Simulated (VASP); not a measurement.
# LiFeAs (P4/nmm) in VASP: single point with LDA

Aim: the single point of LiFeAs with LDA.

Program: VASP 6.6.1. These are calculated values, not measurements. Logs are shortened: lines on timing, memory, paths and dates and some standing lists are left out, and cuts for length are marked.

## 1. The cell of the first run

It takes space group P4/nmm (No. 129, tetragonal). Conventional cell: a = 3.695 Å, b = 3.695 Å, c = 5.956 Å, α = 90.00°, β = 90.00°, γ = 90.00°. Within 3.5 Å of Li (site symmetry 4mm) lie 6 As at 2.63 to 3.33 Å and 4 Fe at 2.71 Å and 4 Li at 3.28 Å. Fe (site symmetry -4m2) has 4 As at 2.28 Å and 4 Fe at 2.61 Å and 4 Li at 2.71 Å within 3.0 Å. As (site symmetry 4mm) has 4 Fe at 2.28 Å and 5 Li at 2.63 to 2.69 Å within 3.0 Å.

## 2. Single point, LDA, collinear spin, ferromagnetic start

File INCAR:

```
SYSTEM = LiFeAs
PREC = Accurate ; ENCUT = 520
EDIFF = 1E-6 ; ISMEAR = 0
SIGMA = 0.05 ; LREAL = .False.
LASPH = .True. ; NELM = 150
ALGO = Normal ; ISIF = 2
LWAVE = .False. ; LCHARG = .False.
ISPIN = 2 ; MAGMOM = 0 0 2.5 2.5 0 0
LORBIT = 11 ; LMAXMIX = 4
NBANDS = 29
```

File KPOINTS:

```
regular mesh
0
Gamma
  10 10 6
  0 0 0
```

File POSCAR:

```
LiFeAs
1.0
    3.6952499301      0.0000000000      0.0000000000
    0.0000000000      3.6952499301      0.0000000000
    0.0000000000      0.0000000000      5.9564496895
Li Fe As
2 2 2
Direct
    0.5000000000      0.0000000000      0.6664271763
    0.0000000000      0.5000000000      0.3335728237
    0.0000000000      0.0000000000      0.0000000000
    0.5000000000      0.5000000000      0.0000000000
    0.5000000000      0.0000000000      0.2253504533
    0.0000000000      0.5000000000      0.7746495467
```

Potentials or basis: VASP PAW LDA potentials, release 64 (Li_sv, Fe, As).

On the command line:

```
cat potpaw_LDA.64/Li_sv/POTCAR potpaw_LDA.64/Fe/POTCAR potpaw_LDA.64/As/POTCAR > POTCAR
mpirun -np 1 vasp_std > vasp.out
```

OUTCAR:

```text
SYSTEM = LiFeAs
   PREC = Accurate
   ENCUT = 520
   EDIFF = 1E-6
   ISMEAR = 0
   LREAL = .False.
   LASPH = .True.
   NELM = 150
   ISIF = 2
   ISPIN = 2
   LORBIT = 11

 ion  position               nearest neighbor table
   1  0.500  0.000  0.666-   5 2.63   6 2.69   6 2.69   6 2.69   6 2.69   3 2.71   3 2.71   4 2.71
                             4 2.71
   2  0.000  0.500  0.334-   6 2.63   5 2.69   5 2.69   5 2.69   5 2.69   3 2.71   4 2.71   4 2.71
                             3 2.71
   3  0.000  0.000  0.000-   5 2.28   6 2.28   6 2.28   5 2.28   4 2.61   4 2.61   4 2.61   4 2.61
                             1 2.71   2 2.71   2 2.71   1 2.71
   4  0.500  0.500  0.000-   5 2.28   6 2.28   5 2.28   6 2.28   3 2.61   3 2.61   3 2.61   3 2.61
                             2 2.71   1 2.71   2 2.71   1 2.71
   5  0.500  0.000  0.225-   3 2.28   4 2.28   4 2.28   3 2.28   1 2.63   2 2.69   2 2.69   2 2.69
                             2 2.69
   6  0.000  0.500  0.775-   3 2.28   4 2.28   3 2.28   4 2.28   2 2.63   1 2.69   1 2.69   1 2.69
                             1 2.69

  LATTYP: Found a simple tetragonal cell.
 ALAT       =     3.6952499301
 C/A-ratio  =     1.6119206555

  Lattice vectors:

 A1 = (   3.6952499301,   0.0000000000,   0.0000000000)
 A2 = (   0.0000000000,   3.6952499301,   0.0000000000)
 A3 = (   0.0000000000,   0.0000000000,   5.9564496895)

Analysis of symmetry for initial positions (statically):
=====================================================================
 Subroutine PRICEL returns:
 Original cell was already a primitive cell.

 Routine SETGRP: Setting up the symmetry group for a
 simple tetragonal supercell.

 Subroutine GETGRP returns: Found 16 space group operations
 (whereof  8 operations were pure point group operations)
 out of a pool of 16 trial point group operations.

The static configuration has the point symmetry D_2d.
 The point group associated with its full space group is D_4h.

Analysis of symmetry for dynamics (positions and initial velocities):
=====================================================================
 Subroutine PRICEL returns:
 Original cell was already a primitive cell.

 Routine SETGRP: Setting up the symmetry group for a
 simple tetragonal supercell.

 Subroutine GETGRP returns: Found 16 space group operations
 (whereof  8 operations were pure point group operations)
 out of a pool of 16 trial point group operations.

The dynamic configuration has the point symmetry D_2d.
 The point group associated with its full space group is D_4h.

Analysis of structural, dynamic, and magnetic symmetry:
=====================================================================
 Subroutine PRICEL returns:
[... 159 lines left out ...]
 Free energy of the ion-electron system (eV)
  ---------------------------------------------------
  ext. energy  EPLUGINS =         0.00000000
  ---------------------------------------------------
  free energy    TOTEN  =       -36.72482071 eV

  energy without entropy =      -36.72009281  energy(sigma->0) =      -36.72245676

 E-fermi :   5.2559     XC(G=0): -10.8698

 val. band max:        5.2405202432   @ k =   0.2000   0.0000   0.5000
 cond. band min:       5.2586976378   @ k =   0.1000   0.0000   0.0000
 fundamental gap:      0.0181773947
 Fermi energy:         5.2558979438

 spin component 1

 k-point     1 :       0.0000    0.0000    0.0000
  band No.  band energies     occupation
      1     -39.7644      1.00000
      2     -39.7572      1.00000
      3      -7.5757      1.00000
      4      -5.9060      1.00000
      5      -0.5164      1.00000
      6       0.9664      1.00000
[... 733 lines left out ...]
     27      13.4245      0.00000
     28      13.8264      0.00000

 [... further k-points ...]

 spin component 2

 k-point     1 :       0.0000    0.0000    0.0000
  band No.  band energies     occupation
      1     -39.7644      1.00000
      2     -39.7572      1.00000
      3      -7.5756      1.00000
      4      -5.9060      1.00000
      5      -0.5163      1.00000
      6       0.9667      1.00000
[... 733 lines left out ...]
     27      13.4246      0.00000
     28      13.8265      0.00000

 [... further k-points ...]

 [bands above 28 left out]

------------------------ aborting loop because EDIFF is reached ----------------------------------------

  FORCE on cell =-STRESS in cart. coord.  units (eV):
  Direction    XX          YY          ZZ          XY          YZ          ZX
  --------------------------------------------------------------------------------------
  -------------------------------------------------------------------------------------
  Total        0.2660410      0.2660410      0.1734774      0.0000000      0.0000000     -0.0000000
  in kB        5.2406364      5.2406364      3.4172624      0.0000000      0.0000000     -0.0000000
  external PRESSURE =       4.6328451 kB  Pullay stress =       0.0000000 kB

 VOLUME and BASIS-vectors are now :
 -----------------------------------------------------------------------------
  energy-cutoff  :      520.00
  volume of cell :       81.33
      direct lattice vectors                 reciprocal lattice vectors
     3.695249930  0.000000000  0.000000000     0.270617690  0.000000000  0.000000000
     0.000000000  3.695249930  0.000000000     0.000000000  0.270617690  0.000000000
     0.000000000  0.000000000  5.956449690     0.000000000  0.000000000  0.167885242

 POSITION                                       TOTAL-FORCE (eV/Angst)
 -----------------------------------------------------------------------------------
      1.84762      0.00000      3.96954         0.000000      0.000000     -0.000646
      0.00000      1.84762      1.98691         0.000000     -0.000000      0.000646
      0.00000      0.00000      0.00000         0.000000      0.000000      0.000000
      1.84762      1.84762      0.00000         0.000000     -0.000000      0.000000
      1.84762      0.00000      1.34229         0.000000      0.000000      0.053855
      0.00000      1.84762      4.61416         0.000000      0.000000     -0.053855
 -----------------------------------------------------------------------------------
    total drift:                                0.000000      0.000000     -0.000000

  FREE ENERGIE OF THE ION-ELECTRON SYSTEM (eV)
  ---------------------------------------------------
  free  energy   TOTEN  =       -36.7248207134 eV

  energy  without entropy=      -36.7200928112  energy(sigma->0) =      -36.72245676

 total charge

# of ion       s       p       d       tot
------------------------------------------
    1        2.023   0.081   0.000   2.104
    2        2.023   0.081   0.000   2.104
    3        0.450   0.581   6.584   7.615
    4        0.450   0.581   6.584   7.615
    5        1.209   1.648   0.088   2.945
    6        1.209   1.648   0.088   2.945
--------------------------------------------------
tot          7.365   4.619  13.343  25.328

 magnetization (x)

# of ion       s       p       d       tot
------------------------------------------
    1       -0.000  -0.000   0.000  -0.000
    2       -0.000  -0.000   0.000  -0.000
    3        0.000   0.000   0.001   0.001
    4        0.000   0.000   0.001   0.001
    5       -0.000  -0.000  -0.000  -0.000
    6       -0.000  -0.000  -0.000  -0.000
--------------------------------------------------
tot         -0.000  -0.000   0.001   0.001
```

OSZICAR:

```text
N       E                     dE             d eps       ncg     rms          rms(c)
DAV:   1     0.227400089010E+03    0.22740E+03   -0.13100E+04  9752   0.117E+03
DAV:   2    -0.151095621166E+02   -0.24251E+03   -0.22472E+03  9774   0.299E+02
DAV:   3    -0.377422105718E+02   -0.22633E+02   -0.21870E+02 14947   0.890E+01
[... 13 lines left out ...]
DAV:  17    -0.367248085392E+02   -0.11872E-04   -0.10260E-05 14979   0.473E-02    0.165E-02
DAV:  18    -0.367248170753E+02   -0.85361E-05   -0.12235E-05 13977   0.578E-02    0.946E-03
DAV:  19    -0.367248189512E+02   -0.18759E-05   -0.38517E-06 11865   0.199E-02    0.694E-03
DAV:  20    -0.367248204042E+02   -0.14530E-05   -0.27929E-06  9616   0.297E-02    0.274E-03
DAV:  21    -0.367248207134E+02   -0.30920E-06   -0.17761E-06  8306   0.136E-02
   1 F= -.36724821E+02 E0= -.36722457E+02  d E =-.472790E-02  mag=     0.0002
```

Wall time 5.2 min (1 thread of AMD EPYC 9R45 (Zen 5), shared host); peak memory 0.35 GiB.

What came out:

```
Free energy                                           : -36.7248 eV
Largest force                                         : 0.054 eV/Å
Band gap on the k mesh                                : zero (filled and empty bands overlap)
Net moment                                            : 0.00 μB per cell
Valence electrons inside the program's atomic spheres : Li 2.10; Fe 7.62; As 2.94
```

Forces on the atoms (eV/Å):
```
Li   0.000  0.000 -0.001
Li   0.000  0.000  0.001
Fe   0.000  0.000  0.000
Fe   0.000  0.000  0.000
As   0.000  0.000  0.054
As   0.000  0.000 -0.054
```

Levels at points of the mesh, in eV from the Fermi level:
Spin up:
| k point | band 14 | band 15 | band 16 | band 17 | band 18 | band 19 |
| --- | --- | --- | --- | --- | --- | --- |
| (0.00, 0.00, 0.00) | 0.07 | 0.07 | 0.26 | 1.03 | 1.94 | 3.46 |
| (0.50, 0.00, 0.00) | -0.97 | -0.66 | -0.66 | 0.78 | 0.78 | 2.33 |
| (0.50, 0.50, 0.00) | -2.00 | -0.54 | -0.54 | -0.15 | -0.15 | 1.04 |
| (0.00, 0.00, 0.50) | 0.04 | 0.22 | 0.22 | 0.26 | 1.03 | 2.43 |
| (0.50, 0.00, 0.50) | -1.20 | -0.79 | -0.79 | 1.82 | 1.82 | 2.57 |
| (0.50, 0.50, 0.50) | -1.78 | -0.76 | -0.76 | -0.15 | -0.15 | 1.44 |
Spin down:
```csv
k point,band 14,band 15,band 16,band 17,band 18,band 19
"(0.00, 0.00, 0.00)",0.07,0.07,0.27,1.03,1.94,3.46
"(0.50, 0.00, 0.00)",-0.97,-0.66,-0.66,0.78,0.78,2.33
"(0.50, 0.50, 0.00)",-2.00,-0.54,-0.54,-0.15,-0.15,1.04
"(0.00, 0.00, 0.50)",0.04,0.22,0.22,0.26,1.03,2.43
"(0.50, 0.00, 0.50)",-1.20,-0.79,-0.79,1.82,1.82,2.57
"(0.50, 0.50, 0.50)",-1.78,-0.76,-0.76,-0.15,-0.15,1.44
```

Caveat: the cutoff is under 1.25 times the usual one of these potentials, so pressure, stress and relaxed cells hold a basis-set (Pulay) error; the moments typed at the start vanished in this run.
